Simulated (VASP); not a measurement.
# CdSe (F-43m) in VASP: density of states with PBE

Aim: the density of states of CdSe with PBE.

Program: VASP 6.6.1. These are calculated values, not measurements. Logs are shortened: lines on timing, memory, paths and dates and some standing lists are left out, and cuts for length are marked.

## Step 1: The cell of the first run

It takes space group F-43m (No. 216, cubic). The conventional cell has a = 6.197 Å, b = 6.197 Å, c = 6.197 Å, α = 90.00°, β = 90.00°, γ = 90.00°. Within 3.5 Å of Cd (site symmetry -43m) lie 4 Se at 2.68 Å. Se (site symmetry -43m) has 4 Cd at 2.68 Å within 3.5 Å.

## Step 2: Density of states, PBE

Input file POSCAR:

```
CdSe
1.0
    0.0000000000      3.0984146279      3.0984146279
    3.0984146279      0.0000000000      3.0984146279
    3.0984146279      3.0984146279      0.0000000000
Cd Se
1 1
Direct
    0.0000000000      0.0000000000      0.0000000000
    0.2500000000      0.2500000000      0.2500000000
```

Input file INCAR.step1:

```
PREC = Accurate
ENCUT = 520
EDIFF = 1E-7
ISMEAR = 0
SIGMA = 0.02
LREAL = False
LASPH = True
NELM = 60
ALGO = Normal
ISIF = 2
LWAVE = False
LCHARG = True
GGA = PE
NBANDS = 16
```

Input file KPOINTS.step1:

```
Automatic mesh
0
Gamma
  10 10 10
```

Input file INCAR.step2:

```
PREC = Accurate
ENCUT = 520
EDIFF = 1E-7
ISMEAR = -5
SIGMA = 0.02
LREAL = False
LASPH = True
NELM = 60
ALGO = Normal
ISIF = 2
LWAVE = False
LCHARG = False
GGA = PE
LORBIT = 11
NBANDS = 16
NEDOS = 1001
ICHARG = 11
```

Input file KPOINTS.step2:

```
Automatic mesh
0
Gamma
  15 15 15
```

Potentials or basis: VASP PAW PBE potentials, release 64 (Cd, Se).

Started as:

```sh
$ cat potpaw_PBE.64/Cd/POTCAR potpaw_PBE.64/Se/POTCAR > POTCAR
$ cp INCAR.step1 INCAR
$ cp KPOINTS.step1 KPOINTS
$ mpirun -np 1 vasp_std > vasp.out
$ cp INCAR.step2 INCAR
$ cp KPOINTS.step2 KPOINTS
$ mpirun -np 1 vasp_std > vasp.out
```

OUTCAR:

```text
PREC = Accurate
   ENCUT = 520
   EDIFF = 1E-7
   ISMEAR = -5
   LREAL = False
   LASPH = True
   NELM = 60
   ISIF = 2
   GGA = PE
   LORBIT = 11
   ICHARG = 11

 ion  position               nearest neighbor table
   1  0.000  0.000  0.000-   2 2.68   2 2.68   2 2.68   2 2.68
   2  0.250  0.250  0.250-   1 2.68   1 2.68   1 2.68   1 2.68

  LATTYP: Found a face centered cubic cell.
 ALAT       =     6.1968292558

  Lattice vectors:

 A1 = (   0.0000000000,   3.0984146279,   3.0984146279)
 A2 = (   3.0984146279,   0.0000000000,   3.0984146279)
 A3 = (   3.0984146279,   3.0984146279,   0.0000000000)

Analysis of symmetry for initial positions (statically):
=====================================================================
 Subroutine PRICEL returns:
 Original cell was already a primitive cell.

 Routine SETGRP: Setting up the symmetry group for a
 face centered cubic supercell.

 Subroutine GETGRP returns: Found 24 space group operations
 (whereof 24 operations were pure point group operations)
 out of a pool of 48 trial point group operations.

The static configuration has the point symmetry T_d .

Analysis of symmetry for dynamics (positions and initial velocities):
=====================================================================
 Subroutine PRICEL returns:
 Original cell was already a primitive cell.

 Routine SETGRP: Setting up the symmetry group for a
 face centered cubic supercell.

 Subroutine GETGRP returns: Found 24 space group operations
 (whereof 24 operations were pure point group operations)
 out of a pool of 48 trial point group operations.

The dynamic configuration has the point symmetry T_d .

 Subroutine INISYM returns: Found 24 space group operations
 (whereof 24 operations are pure point group operations),
 and found     1 'primitive' translations

----------------------------------------------------------------------------------------

                                     Primitive cell

  volume of cell :      59.4906

  direct lattice vectors                    reciprocal lattice vectors
     0.000000000  3.098414628  3.098414628    -0.161372850  0.161372850  0.161372850
     3.098414628  0.000000000  3.098414628     0.161372850 -0.161372850  0.161372850
     3.098414628  3.098414628  0.000000000     0.161372850  0.161372850 -0.161372850

  length of vectors
     4.381819989  4.381819989  4.381819989     0.279505976  0.279505976  0.279505976

  position of ions in fractional coordinates (direct lattice)
     0.000000000  0.000000000  0.000000000
     0.250000000  0.250000000  0.250000000

  ion indices of the primitive-cell ions
   primitive index   ion index
                 1           1
                 2           2

----------------------------------------------------------------------------------------

 KPOINTS: Automatic mesh

Automatic generation of k-mesh.
 Grid dimensions read from file:
 generate k-points for:   15   15   15

 Generating k-lattice:

  Cartesian coordinates                     Fractional coordinates (reciprocal lattice)
    -0.010758190  0.010758190  0.010758190     0.066666667  0.000000000  0.000000000
     0.010758190 -0.010758190  0.010758190     0.000000000  0.066666667  0.000000000
     0.010758190  0.010758190 -0.010758190     0.000000000  0.000000000  0.066666667

  Length of vectors
     0.018633732  0.018633732  0.018633732

  Shift w.r.t. Gamma in fractional coordinates (k-lattice)
     0.000000000  0.000000000  0.000000000

 TETIRR: Found    484 inequivalent tetrahedra from    20250

 Subroutine IBZKPT returns following result:
 ===========================================

 Found    120 irreducible k-points:

 Following reciprocal coordinates:
            Coordinates               Weight
  0.000000  0.000000  0.000000      1.000000
  0.066667  0.000000  0.000000      8.000000
  0.133333  0.000000  0.000000      8.000000
  0.200000  0.000000  0.000000      8.000000
  0.266667  0.000000  0.000000      8.000000
  0.333333  0.000000  0.000000      8.000000
[... 16 lines left out ...]
  0.133333  0.133333  0.000000      6.000000
  0.200000  0.133333  0.000000     24.000000
 [... further k-points ...]
   k-points           NKPTS =    120   k-points in BZ     NKDIM =    120   number of bands    NBANDS=     16
   number of dos      NEDOS =   1001   number of ions     NIONS =      2
   total plane-waves  NPLWV =  46656
   dimension x,y,z NGX =    36 NGY =   36 NGZ =   36
   dimension x,y,z NGXF=    72 NGYF=   72 NGZF=   72
   ions per type =               1   1
   NGX,Y,Z   is equivalent  to a cutoff of  13.66, 13.66, 13.66 a.u.
   NGXF,Y,Z  is equivalent  to a cutoff of  27.32, 27.32, 27.32 a.u.
 SYSTEM =  unknown system
   PREC   = accura    normal or accurate (medium, high low for compatibility)
   ISTART =      0    job   : 0-new  1-cont  2-samecut
   ICHARG =     11    charge: 1-file 2-atom 10-const
   ISPIN  =      1    spin polarized calculation?
   LNONCOLLINEAR =      F non collinear calculations
   LSORBIT =      F    spin-orbit coupling
   LASPH  =      T    aspherical Exc in radial PAW
   ENCUT  =  520.0 eV  38.22 Ry    6.18 a.u.   8.15  8.15  8.15*2*pi/ulx,y,z
   NELM   =     60;   NELMIN=  2; NELMDL=  0     # of ELM steps
   EDIFF  = 0.1E-06   stopping-criterion for ELM
   LREAL  =      F    real-space projection
   EDIFFG = 0.1E-05   stopping-criterion for IOM
   NSW    =      0    number of steps for IOM
   IBRION =     -1    ionic relax: 0-MD 1-quasi-New 2-CG
   NFREE  =      0    steps in history (QN), initial steepest desc. (CG)
   ISIF   =      2    stress and relaxation
   ISYM   =      2    0-nonsym 1-usesym 2-fastsym
   POTIM  = 0.5000    time-step for ionic-motion
   TEBEG  =    0.0;   TEEND  =   0.0 temperature during run
   PSTRESS=    0.0 pullay stress
   NELECT =      18.0000    total number of electrons
   NUPDOWN=      -1.0000    fix difference up-down
   EMIN   =  10.00;   EMAX   =-10.00  energy-range for DOS
   EFERMI =   0.00;   METHOD = LEGACY
   ISMEAR =    -5;   SIGMA  =   0.02  broadening in eV -4-tet -1-fermi 0-gaus
   EFERMI_NEDOS =   21; number of points for ismear=-14 and -15
   IALGO  =     38    algorithm
   IMIX   =      4    mixing-type and parameters
     AMIX     =   0.40;   BMIX     =  1.00
     AMIX_MAG =   1.60;   BMIX_MAG =  1.00
  volume/ion in A,a.u.               =      29.75       200.73
  Fermi-wavevector in a.u.,A,eV,Ry     =   1.099047  2.076897 16.434526  1.207904
  Thomas-Fermi vector in A             =   2.235435
   LORBIT       =     11    0 simple, 1 ext, 2 COOP (PROOUT), +10 PAW based schemes
   GGA     = PE    functional components
   LHFCALC =     F    Hartree Fock is set to
   AEXX    =    0.0000 exact exchange contribution
   IVDW    =     0    specifies the selected vdW correction
   LEPSILON=     F    determine dielectric tensor
   LRPA    =     F    only Hartree local field effects (RPA)
 non-spin polarized calculation
 Fermi weights with tetrahedron method with Bloechl corrections
  energy-cutoff  :      520.00
  volume of cell :       59.49
 maximum number of plane-waves:      1639
 NGX is ok and might be reduce to    36

 number of electron      18.0000000 magnetization

 Free energy of the ion-electron system (eV)
  ---------------------------------------------------
  ext. energy  EPLUGINS =         0.00000000
  ---------------------------------------------------
  free energy    TOTEN  =        -5.50008183 eV

  energy without entropy =       -5.50008183  energy(sigma->0) =       -5.50008183

 E-fermi :   0.5278     XC(G=0):  -8.6335

 val. band max:        0.5124156136   @ k =   0.0000   0.0000   0.0000
 cond. band min:       1.0057445512   @ k =   0.0000   0.0000   0.0000
 fundamental gap:      0.4933289376
 Fermi energy:         0.5278239914

 k-point     1 :       0.0000    0.0000    0.0000
  band No.  band energies     occupation
      1     -11.7828      2.00000
      2      -7.2496      2.00000
      3      -7.2496      2.00000
      4      -7.2496      2.00000
      5      -6.9300      2.00000
      6      -6.9300      2.00000
[... 8 lines left out ...]
     15      11.4834      0.00000
     16      11.4834      0.00000

 k-point     2 :       0.0667    0.0000    0.0000
  band No.  band energies     occupation
      1     -11.7689      2.00000
      2      -7.2452      2.00000
      3      -7.2452      2.00000
      4      -7.2372      2.00000
      5      -6.9303      2.00000
      6      -6.9303      2.00000
[... 8 lines left out ...]
     15      11.1464      0.00000
     16      11.1464      0.00000

 k-point     3 :       0.1333    0.0000    0.0000
  band No.  band energies     occupation
      1     -11.7297      2.00000
      2      -7.2331      2.00000
      3      -7.2331      2.00000
      4      -7.1984      2.00000
      5      -6.9307      2.00000
      6      -6.9307      2.00000
[... 8 lines left out ...]
     15      10.7148      0.00000
     16      10.8452      0.00000

 k-point     4 :       0.2000    0.0000    0.0000
  band No.  band energies     occupation
      1     -11.6715      2.00000
      2      -7.2162      2.00000
      3      -7.2162      2.00000
      4      -7.1298      2.00000
      5      -6.9300      2.00000
      6      -6.9300      2.00000
[... 8 lines left out ...]
     15      10.4911      0.00000
     16      10.7853      0.00000
[... 324 lines left out ...]
 k-point    22 :      -0.0667    0.0667    0.0000
  band No.  band energies     occupation
      1     -11.7466      2.00000
      2      -7.2403      2.00000
      3      -7.2337      2.00000
      4      -7.2183      2.00000
      5      -6.9332      2.00000
      6      -6.9281      2.00000
[... 8 lines left out ...]
     15      10.6959      0.00000
     16      11.0357      0.00000

 k-point    23 :       0.1333    0.1333    0.0000
  band No.  band energies     occupation
      1     -11.7121      2.00000
      2      -7.2168      2.00000
      3      -7.2168      2.00000
      4      -7.2031      2.00000
      5      -6.9403      2.00000
      6      -6.9218      2.00000
[... 8 lines left out ...]
     15      11.3773      0.00000
     16      11.6375      0.00000

 k-point    24 :       0.2000    0.1333    0.0000
  band No.  band energies     occupation
      1     -11.6688      2.00000
      2      -7.2054      2.00000
      3      -7.1989      2.00000
      4      -7.1583      2.00000
      5      -6.9429      2.00000
      6      -6.9180      2.00000
[... 8 lines left out ...]
     15      11.5464      0.00000
     16      11.9011      0.00000

 [... further k-points ...]

------------------------ aborting loop because EDIFF is reached ----------------------------------------

  FORCE on cell =-STRESS in cart. coord.  units (eV):
  Direction    XX          YY          ZZ          XY          YZ          ZX
  --------------------------------------------------------------------------------------
  -------------------------------------------------------------------------------------
  Total        0.0844763      0.0844763      0.0844763      0.0000000      0.0000000     -0.0000000
  in kB        2.2750799      2.2750799      2.2750799      0.0000000      0.0000000     -0.0000000
  external PRESSURE =       2.2750799 kB  Pullay stress =       0.0000000 kB

 VOLUME and BASIS-vectors are now :
 -----------------------------------------------------------------------------
  energy-cutoff  :      520.00
  volume of cell :       59.49
      direct lattice vectors                 reciprocal lattice vectors
     0.000000000  3.098414628  3.098414628    -0.161372850  0.161372850  0.161372850
     3.098414628  0.000000000  3.098414628     0.161372850 -0.161372850  0.161372850
     3.098414628  3.098414628  0.000000000     0.161372850  0.161372850 -0.161372850

 POSITION                                       TOTAL-FORCE (eV/Angst)
 -----------------------------------------------------------------------------------
      0.00000      0.00000      0.00000        -0.000000     -0.000000      0.000000
      1.54921      1.54921      1.54921         0.000000      0.000000     -0.000000
 -----------------------------------------------------------------------------------
    total drift:                               -0.000000     -0.000000     -0.000000

  FREE ENERGIE OF THE ION-ELECTRON SYSTEM (eV)
  ---------------------------------------------------
  free  energy   TOTEN  =        -5.5000818259 eV

  energy  without entropy=       -5.5000818259  energy(sigma->0) =       -5.50008183

 total charge

# of ion       s       p       d       tot
------------------------------------------
    1        0.437   0.285   9.553  10.275
    2        1.446   2.368   0.019   3.832
--------------------------------------------------
tot          1.883   2.652   9.572  14.108
```

It took 3.6 min on 1 thread of AMD EPYC 7R13, shared host; peak memory 0.25 GiB.

Results:

```yaml
Valence_electrons_inside_the_program's_atomic_spheres: Cd 10.28; Se 3.83
```
